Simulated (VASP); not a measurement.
Runs of VASP 6.6.1 on Ir. The structure is that of space group P6_3/mmc (No. 194), or close to it. The cells are those of the table. 

| potentials or basis | cell | cutoff (eV) | second run | gap on the mesh (eV) | pressure (GPa) |
| --- | --- | --- | --- | --- | --- |
| VASP PAW PBE potentials, release 64 (Ir) | a = 2.964, b = 2.964, c = 3.845 Å, angles 90.0, 90.0, 120.0°, 2 atoms | 520 | - | none | 6.0 |
| VASP PAW PBE potentials, release 64 (Ir) | a = 2.665, b = 2.665, c = 4.755 Å, angles 90.0, 90.0, 120.0°, 2 atoms | 520 | - | none | (a) |
| VASP PAW PBE potentials, release 64 (Ir) | a = 2.521, b = 2.521, c = 5.315 Å, angles 90.0, 90.0, 120.0°, 2 atoms | 520 | - | none | 20.5 |
| VASP PAW PBE potentials, release 64 (Ir_sv_GW) | a = 2.665, b = 2.665, c = 4.755 Å, angles 90.0, 90.0, 120.0°, 2 atoms | 500 | valence_matched | none | -11.9 |
| VASP PAW PBE potentials, release 64 (Ir) | a = 2.789, b = 2.789, c = 4.342 Å, angles 90.0, 90.0, 120.0°, 2 atoms | 520 | - | none | -10.8 |
| VASP PAW PBE potentials, release 64 (Ir) | a = 2.829, b = 2.829, c = 4.221 Å, angles 90.0, 90.0, 120.0°, 2 atoms | 520 | - | none | (b) |
| VASP PAW PBE potentials, release 64 (Ir) | a = 2.905, b = 2.905, c = 4.004 Å, angles 90.0, 90.0, 120.0°, 2 atoms | 520 | - | none | -1.5 |
| VASP PAW PBE potentials, release 64 (Ir) | a = 2.707, b = 2.707, c = 4.610 Å, angles 90.0, 90.0, 120.0°, 2 atoms | 520 | - | none | -11.0 |

Alike in all rows: task single point; level PBEsol; no spin polarisation; k mesh 24 × 24 × 12; smearing gaussian 0.15 eV.

Task: Fill in the values left out.

Result: (a) -7.7; (b) -8.5.

Caveats: the PAW data sets were made with another functional, which shifts forces and pressure a little; spin-orbit coupling is left out, which moves the levels of the heavy elements.

A k mesh can miss the band edges, and the runs leave out spin-orbit coupling on Ir.

A gap of «none» marks levels without a gap at the run's occupations.

The runs don't all hold the same shells in valence.
